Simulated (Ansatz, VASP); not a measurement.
## One calculation of Ta, two programs

```
Ta
1.0
    -1.65418    1.65418    1.65370
     1.65418   -1.65418    1.65370
     1.65418    1.65418   -1.65370
Ta
1
Direct
  0.50000 0.50000 0.00000
```

Alike in both runs: functional PBE; k mesh 8 × 8 × 8; occupations gaussian, width 0.1 eV; no spin polarisation.

Ansatz relaxed the structure, and its values are those at the end. VASP's run is a single point on that final structure, the one shown.

|  | VASP | Ansatz |
| --- | --- | --- |
| version | VASP 6.6.1 | Ansatz 0.2.0 |
| potentials or method | VASP PAW PBE potentials, release 64 (Ta_pv), cutoff 520 eV | scalar-relativistic, plane waves, PAW |
| valence electrons in the cell | 11 | 13 |

VASP gave:

```
gap on the k mesh at the Fermi level (eV) : none
pressure (GPa)                            : 0.1
```

**Question.** Estimate Ansatz's values.

**Answer.** gap on the k mesh at the Fermi level (eV): none; pressure (GPa): 0.0.

A gap of «none» marks a metal or a gap that the smearing closes. The functional is the same, so the differences come from potentials, cutoffs and numerics. VASP's potentials hold 11 valence electrons a cell and Ansatz's 13, so a difference there can come from the potentials and not from the codes.

Spin-orbit coupling is off throughout.
